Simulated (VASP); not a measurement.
# Zr in VASP: density of states with PBE

Aim: the density of states of Zr with PBE.

Everything below comes from runs of VASP 6.6.1. Logs are shortened: lines on timing, memory, paths and dates and some standing lists are left out, and cuts for length are marked.

### 1 The cell of the first run

The cell holds a slab with vacuum, 3 atoms: a = 3.231 Å, b = 3.231 Å, c = 21.175 Å, α = 90.00°, β = 90.00°, γ = 120.00°.

### 2 Density of states, PBE

POSCAR

```
Zr
1.0
    3.2310992950      0.0000000000      0.0000000000
   -1.6155496475      2.7982140717      0.0000000000
    0.0000000000      0.0000000000     21.1751000000
Zr
3
Direct
    0.0000000000      0.0000000000      0.3778013843
    0.3333333340      0.6666666660      0.5000000000
    0.0000000000      0.0000000000      0.6221986157
```

INCAR.step1

```
ALGO     = Normal         # electronic algorithm
DIPOL    = 0.5 0.5 0.500
EDIFF    = 1E-6           # SCF threshold, eV
ENCUT    = 520            # plane-wave cutoff, eV
GGA      = PE             # functional
IDIPOL   = 3            
ISIF     = 2              # what is computed and relaxed
ISMEAR   = -1             # smearing method
LASPH    = True           # aspherical terms in the spheres
LCHARG   = True           # write CHGCAR
LDIPOL   = True         
LMAXMIX  = 4              # l up to which the mixer works
LREAL    = False          # projectors in reciprocal space
LWAVE    = False          # write WAVECAR
NBANDS   = 25             # bands
NELM     = 80             # most SCF steps
PREC     = Accurate       # precision mode
SIGMA    = 0.08           # smearing width, eV
```

KPOINTS.step1

```
k-points
0
Gamma
  15 15 1
```

INCAR.step2

```
ALGO     = Normal         # electronic algorithm
DIPOL    = 0.5 0.5 0.500
EDIFF    = 1E-6           # SCF threshold, eV
ENCUT    = 520            # plane-wave cutoff, eV
GGA      = PE             # functional
ICHARG   = 11             # starting density
IDIPOL   = 3            
ISIF     = 2              # what is computed and relaxed
ISMEAR   = -5             # smearing method
LASPH    = True           # aspherical terms in the spheres
LCHARG   = False          # write CHGCAR
LDIPOL   = True         
LMAXMIX  = 4              # l up to which the mixer works
LORBIT   = 10             # projections on sites
LREAL    = False          # projectors in reciprocal space
LWAVE    = False          # write WAVECAR
NEDOS    = 2001           # points of the DOS
NELM     = 80             # most SCF steps
PREC     = Accurate       # precision mode
SIGMA    = 0.08           # smearing width, eV
```

KPOINTS.step2

```
k-points
0
Gamma
  23 23 1
```

Potentials or basis: VASP PAW PBE potentials, release 64 (Zr_sv).

Command:

```bash
cat potpaw_PBE.64/Zr_sv/POTCAR > POTCAR
cp INCAR.step1 INCAR
cp KPOINTS.step1 KPOINTS
mpirun -np 1 vasp_std > vasp.out
cp INCAR.step2 INCAR
cp KPOINTS.step2 KPOINTS
mpirun -np 1 vasp_std > vasp.out
```

OUTCAR:

```text
EDIFF = 1E-6
   ENCUT = 520
   GGA = PE
   ICHARG = 11
   ISIF = 2
   ISMEAR = -5
   LASPH = True
   LORBIT = 10
   LREAL = False
   NELM = 80
   PREC = Accurate

 ion  position               nearest neighbor table
   1  0.000  0.000  0.378-   2 3.19   2 3.19   2 3.19
   2  0.333  0.667  0.500-   1 3.19   3 3.19   1 3.19   3 3.19   1 3.19   3 3.19
   3  0.000  0.000  0.622-   2 3.19   2 3.19   2 3.19

  LATTYP: Found a hexagonal cell.
 ALAT       =     3.2310992950
 C/A-ratio  =     6.5535280927

  Lattice vectors:

 A1 = (   3.2310992950,   0.0000000000,   0.0000000000)
 A2 = (  -1.6155496475,   2.7982140717,   0.0000000000)
 A3 = (   0.0000000000,   0.0000000000,  21.1751000000)

Analysis of symmetry for initial positions (statically):
=====================================================================
 Subroutine PRICEL returns:
 Original cell was already a primitive cell.

 Routine SETGRP: Setting up the symmetry group for a
 hexagonal supercell.

 Subroutine GETGRP returns: Found 12 space group operations
 (whereof 12 operations were pure point group operations)
 out of a pool of 24 trial point group operations.

The static configuration has the point symmetry D_3h.

Analysis of symmetry for dynamics (positions and initial velocities):
=====================================================================
 Subroutine PRICEL returns:
 Original cell was already a primitive cell.

 Routine SETGRP: Setting up the symmetry group for a
 hexagonal supercell.

 Subroutine GETGRP returns: Found 12 space group operations
 (whereof 12 operations were pure point group operations)
 out of a pool of 24 trial point group operations.

The dynamic configuration has the point symmetry D_3h.

 Subroutine INISYM returns: Found 12 space group operations
 (whereof 12 operations are pure point group operations),
 and found     1 'primitive' translations

----------------------------------------------------------------------------------------

                                     Primitive cell

  volume of cell :     191.4506

  direct lattice vectors                    reciprocal lattice vectors
     3.231099295  0.000000000  0.000000000     0.309492191  0.178685400  0.000000000
    -1.615549647  2.798214072  0.000000000     0.000000000  0.357370800  0.000000000
     0.000000000  0.000000000 21.175100000     0.000000000  0.000000000  0.047225279

  length of vectors
     3.231099295  3.231099295 21.175100000     0.357370800  0.357370800  0.047225279

  position of ions in fractional coordinates (direct lattice)
     0.000000000  0.000000000  0.377801384
     0.333333334  0.666666666  0.500000000
     0.000000000  0.000000000  0.622198616

  ion indices of the primitive-cell ions
   primitive index   ion index
                 1           1
                 2           2
                 3           3

----------------------------------------------------------------------------------------

 KPOINTS: k-points

Automatic generation of k-mesh.
 Grid dimensions read from file:
 generate k-points for:   23   23    1

 Generating k-lattice:

  Cartesian coordinates                     Fractional coordinates (reciprocal lattice)
     0.013456182  0.007768930  0.000000000     0.043478261  0.000000000  0.000000000
     0.000000000  0.015537861  0.000000000     0.000000000  0.043478261  0.000000000
     0.000000000  0.000000000  0.047225279     0.000000000  0.000000000  1.000000000

  Length of vectors
     0.015537861  0.015537861  0.047225279

  Shift w.r.t. Gamma in fractional coordinates (k-lattice)
     0.000000000  0.000000000  0.000000000

 TETIRR: Found    276 inequivalent tetrahedra from     3174

 Subroutine IBZKPT returns following result:
 ===========================================

 Found     56 irreducible k-points:

 Following reciprocal coordinates:
            Coordinates               Weight
  0.000000  0.000000  0.000000      1.000000
  0.043478  0.000000  0.000000      6.000000
  0.086957  0.000000  0.000000      6.000000
  0.130435 -0.000000  0.000000      6.000000
  0.173913 -0.000000  0.000000      6.000000
  0.217391 -0.000000  0.000000      6.000000
[... 16 lines left out ...]
  0.478261  0.043478  0.000000      6.000000
  0.086957  0.086957  0.000000      6.000000
 [... further k-points ...]
   k-points           NKPTS =     56   k-points in BZ     NKDIM =     56   number of bands    NBANDS=     22
   number of dos      NEDOS =   2001   number of ions     NIONS =      3
   total plane-waves  NPLWV =  92160
   dimension x,y,z NGX =    24 NGY =   24 NGZ =  160
   dimension x,y,z NGXF=    48 NGYF=   48 NGZF=  320
   ions per type =               3
   NGX,Y,Z   is equivalent  to a cutoff of  12.35, 12.35, 12.56 a.u.
   NGXF,Y,Z  is equivalent  to a cutoff of  24.70, 24.70, 25.12 a.u.
 SYSTEM =  unknown system
   PREC   = accura    normal or accurate (medium, high low for compatibility)
   ISTART =      0    job   : 0-new  1-cont  2-samecut
   ICHARG =     11    charge: 1-file 2-atom 10-const
   ISPIN  =      1    spin polarized calculation?
   LNONCOLLINEAR =      F non collinear calculations
   LSORBIT =      F    spin-orbit coupling
   LASPH  =      T    aspherical Exc in radial PAW
   ENCUT  =  520.0 eV  38.22 Ry    6.18 a.u.   6.01  6.01 39.37*2*pi/ulx,y,z
   NELM   =     80;   NELMIN=  2; NELMDL=  0     # of ELM steps
   EDIFF  = 0.1E-05   stopping-criterion for ELM
   LREAL  =      F    real-space projection
   EDIFFG = 0.1E-04   stopping-criterion for IOM
   NSW    =      0    number of steps for IOM
   IBRION =     -1    ionic relax: 0-MD 1-quasi-New 2-CG
   NFREE  =      0    steps in history (QN), initial steepest desc. (CG)
   ISIF   =      2    stress and relaxation
   ISYM   =      2    0-nonsym 1-usesym 2-fastsym
   POTIM  = 0.5000    time-step for ionic-motion
   TEBEG  =    0.0;   TEEND  =   0.0 temperature during run
   PSTRESS=    0.0 pullay stress
   NELECT =      36.0000    total number of electrons
   NUPDOWN=      -1.0000    fix difference up-down
   EMIN   =  10.00;   EMAX   =-10.00  energy-range for DOS
   EFERMI =   0.00;   METHOD = LEGACY
   ISMEAR =    -5;   SIGMA  =   0.08  broadening in eV -4-tet -1-fermi 0-gaus
   EFERMI_NEDOS =   21; number of points for ismear=-14 and -15
   IALGO  =     38    algorithm
   IMIX   =      4    mixing-type and parameters
     AMIX     =   0.40;   BMIX     =  1.00
     AMIX_MAG =   1.60;   BMIX_MAG =  1.00
  volume/ion in A,a.u.               =      63.82       430.66
  Fermi-wavevector in a.u.,A,eV,Ry     =   0.937900  1.772375 11.968464  0.879657
  Thomas-Fermi vector in A             =   2.065058
   LORBIT       =     10    0 simple, 1 ext, 2 COOP (PROOUT), +10 PAW based schemes
   GGA     = PE    functional components
   LHFCALC =     F    Hartree Fock is set to
   AEXX    =    0.0000 exact exchange contribution
   IVDW    =     0    specifies the selected vdW correction
   LEPSILON=     F    determine dielectric tensor
   LRPA    =     F    only Hartree local field effects (RPA)
 non-spin polarized calculation
 Fermi weights with tetrahedron method with Bloechl corrections
  energy-cutoff  :      520.00
  volume of cell :      191.45
 maximum number of plane-waves:      5226

 number of electron      36.0000001 magnetization

 dipolmoment           0.000000      0.000000      0.000000 electrons x Angstroem

 Free energy of the ion-electron system (eV)
  ---------------------------------------------------
  ext. energy  EPLUGINS =         0.00000000
  ---------------------------------------------------
  free energy    TOTEN  =       -23.71115295 eV

  energy without entropy =      -23.71115295  energy(sigma->0) =      -23.71115295

 E-fermi :   0.6952     XC(G=0):  -5.0201

 val. band max:        0.6907703343   @ k =   0.0000   0.0000   0.0000
 cond. band min:       0.6678921006   @ k =   0.2609   0.2609   0.0000
 fundamental gap:     -0.0228782338
 Fermi energy:         0.6951980541

 k-point     1 :       0.0000    0.0000    0.0000
  band No.  band energies     occupation
      1     -48.2145      2.00000
      2     -48.2078      2.00000
      3     -47.8324      2.00000
      4     -26.4875      2.00000
      5     -26.2983      2.00000
      6     -25.8484      2.00000
[... 14 lines left out ...]
     21       1.7044      0.00000
     22       1.7075      0.00000

 k-point     2 :       0.0435    0.0000    0.0000
  band No.  band energies     occupation
      1     -48.2129      2.00000
      2     -48.2062      2.00000
      3     -47.8309      2.00000
      4     -26.4836      2.00000
      5     -26.2974      2.00000
      6     -25.8613      2.00000
[... 14 lines left out ...]
     21       1.7322      0.00000
     22       1.7463      0.00000

 k-point     3 :       0.0870    0.0000    0.0000
  band No.  band energies     occupation
      1     -48.2081      2.00000
      2     -48.2018      2.00000
      3     -47.8267      2.00000
      4     -26.4722      2.00000
      5     -26.2949      2.00000
      6     -25.9028      2.00000
[... 14 lines left out ...]
     21       1.7711      0.00000
     22       1.8786      0.00000

 k-point     4 :       0.1304   -0.0000    0.0000
  band No.  band energies     occupation
      1     -48.2005      2.00000
      2     -48.1947      2.00000
      3     -47.8201      2.00000
      4     -26.4541      2.00000
      5     -26.2917      2.00000
      6     -25.9678      2.00000
[... 14 lines left out ...]
     21       1.7283      0.00000
     22       2.0015      0.00000

 k-point     5 :       0.1739   -0.0000    0.0000
  band No.  band energies     occupation
      1     -48.1906      2.00000
      2     -48.1855      2.00000
      3     -47.8115      2.00000
      4     -26.4309      2.00000
      5     -26.2890      2.00000
      6     -26.0466      2.00000
[... 417 lines left out ...]
 k-point    22 :       0.4348    0.0435    0.0000
  band No.  band energies     occupation
      1     -48.1266      2.00000
      2     -48.1257      2.00000
      3     -47.7555      2.00000
      4     -26.5408      2.00000
      5     -26.5067      2.00000
      6     -26.3610      2.00000
[... 14 lines left out ...]
     21       2.0039      0.00000
     22       2.4384      0.00000

 k-point    23 :       0.4783    0.0435    0.0000
  band No.  band energies     occupation
      1     -48.1249      2.00000
      2     -48.1242      2.00000
      3     -47.7540      2.00000
      4     -26.5518      2.00000
      5     -26.5184      2.00000
      6     -26.3668      2.00000
[... 14 lines left out ...]
     21       2.0508      0.00000
     22       2.5382      0.00000

 k-point    24 :       0.0870    0.0870    0.0000
  band No.  band energies     occupation
      1     -48.1962      2.00000
      2     -48.1906      2.00000
      3     -47.8163      2.00000
      4     -26.4438      2.00000
      5     -26.2901      2.00000
      6     -26.0002      2.00000
[... 14 lines left out ...]
     21       1.7973      0.00000
     22       1.9123      0.00000

 [... further k-points ...]

------------------------ aborting loop because EDIFF is reached ----------------------------------------

 vacuum level on the upper side and lower side of the slab       (xc-potential included)        -0.186        -0.186

  FORCE on cell =-STRESS in cart. coord.  units (eV):
  Direction    XX          YY          ZZ          XY          YZ          ZX
  --------------------------------------------------------------------------------------
  -------------------------------------------------------------------------------------
  Total       -2.4228620     -2.4228620     -1.3564171      0.0000000      0.0000000      0.0000000
  in kB      -20.2760124    -20.2760124    -11.3513400      0.0000000      0.0000000      0.0000000
  external PRESSURE =     -17.3011216 kB  Pullay stress =       0.0000000 kB

 VOLUME and BASIS-vectors are now :
 -----------------------------------------------------------------------------
  energy-cutoff  :      520.00
  volume of cell :      191.45
      direct lattice vectors                 reciprocal lattice vectors
     3.231099295  0.000000000  0.000000000     0.309492191  0.178685400  0.000000000
    -1.615549647  2.798214072  0.000000000     0.000000000  0.357370800  0.000000000
     0.000000000  0.000000000 21.175100000     0.000000000  0.000000000  0.047225279

 POSITION                                       TOTAL-FORCE (eV/Angst)
 -----------------------------------------------------------------------------------
      0.00000      0.00000      7.99998         0.000000     -0.000000      0.348695
      0.00000      1.86548     10.58755        -0.000000     -0.000000      0.000000
      0.00000      0.00000     13.17512         0.000000      0.000000     -0.348695
 -----------------------------------------------------------------------------------
    total drift:                                0.001462     -0.000844      0.000000

  FREE ENERGIE OF THE ION-ELECTRON SYSTEM (eV)
  ---------------------------------------------------
  free  energy   TOTEN  =       -23.7111529453 eV

  energy  without entropy=      -23.7111529453  energy(sigma->0) =      -23.71115295

 vacuum level on the upper side and lower side of the slab         4.741         4.741

 total charge

# of ion       s       p       d       tot
------------------------------------------
    1        2.238   5.926   1.625   9.789
    2        2.228   5.960   1.620   9.809
    3        2.238   5.926   1.625   9.789
--------------------------------------------------
tot          6.705  17.811   4.870  29.386
```

It took 9.1 min on 1 thread of Intel Xeon 8259CL, shared host; peak memory 0.38 GiB.

What came out:

| Item | Value |
| --- | --- |
| Valence electrons inside the program's atomic spheres | Zr 9.79, 9.81 |

Levels at points of the mesh, in eV from the Fermi level:
| k point | band 14 | band 15 | band 16 | band 17 | band 18 | band 19 | band 20 | band 21 | band 22 |
| --- | --- | --- | --- | --- | --- | --- | --- | --- | --- |
| (0.00, 0.00, 0.00) | -3.81 | -2.96 | 0.00 | 0.11 | 0.80 | 0.93 | 1.01 | 1.01 | 1.01 |

Caveat: tetrahedron occupations give inexact forces and stress in metals.
